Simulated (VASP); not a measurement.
Set up this calculation in VASP 6.6.1, as the native input.

| Property | Result |
| --- | --- |
| Task | single point |
| Functional | PBE |
| Potentials or basis | VASP PAW PBE potentials, release 64 (Zr_sv, H) |
| Cutoff | 520 eV |
| k mesh | 6 × 6 × 4 |
| Occupations | gaussian, width 0.1 eV |
| Spin | no spin polarisation |
| Dipole correction | no |
| Further INCAR settings | ALGO = Normal; EDIFF = 1e-06; NBANDS = 22 |

The structure of Zr2H3 lies in POSCAR:

```
Zr2H3
1.0
    3.6170019423     -0.0000000031      0.0000000000
   -1.8085009685      3.1324155691      0.0000000000
    0.0000000000      0.0000000000      5.6055632820
Zr H
2 3
Direct
    0.3333333333      0.6666666667      0.7748504424
    0.6666666667      0.3333333333      0.2251495576
    0.5000000000      0.0000000000      0.5000000000
    0.0000000000      0.5000000000      0.5000000000
    0.5000000000      0.5000000000      0.5000000000
```

The cell was built from a structure type or drawn by symmetry, and may not be a known phase.

These files were run (other wordings do the same):

INCAR

```
ALGO = Normal
EDIFF = 1E-6
ENCUT = 520
GGA = PE
ISIF = 2
ISMEAR = 0
LASPH = T
LCHARG = F
LREAL = F
LWAVE = F
NBANDS = 22
NELM = 80
PREC = Accurate
SIGMA = 0.1
```

KPOINTS

```
k-points
0
Gamma
  6 6 4
```

Potentials or basis: VASP PAW PBE potentials, release 64 (Zr_sv, H).

Launch:

```bash
$ cat potpaw_PBE.64/Zr_sv/POTCAR potpaw_PBE.64/H/POTCAR > POTCAR
$ mpirun -np 1 vasp_std > vasp.out
```

It gave:

```
Pressure               : 0.0 GPa
Largest force          : 0.010 eV/Å
Band gap on the k mesh : zero (an odd number of electrons rules out a gap without spin polarisation)
```

Wall time 44 s on 1 thread of Intel(R) Xeon(R) Platinum 8375C CPU @ 2.90GHz (Ice Lake) (shared host), peak memory 0.18 GiB.
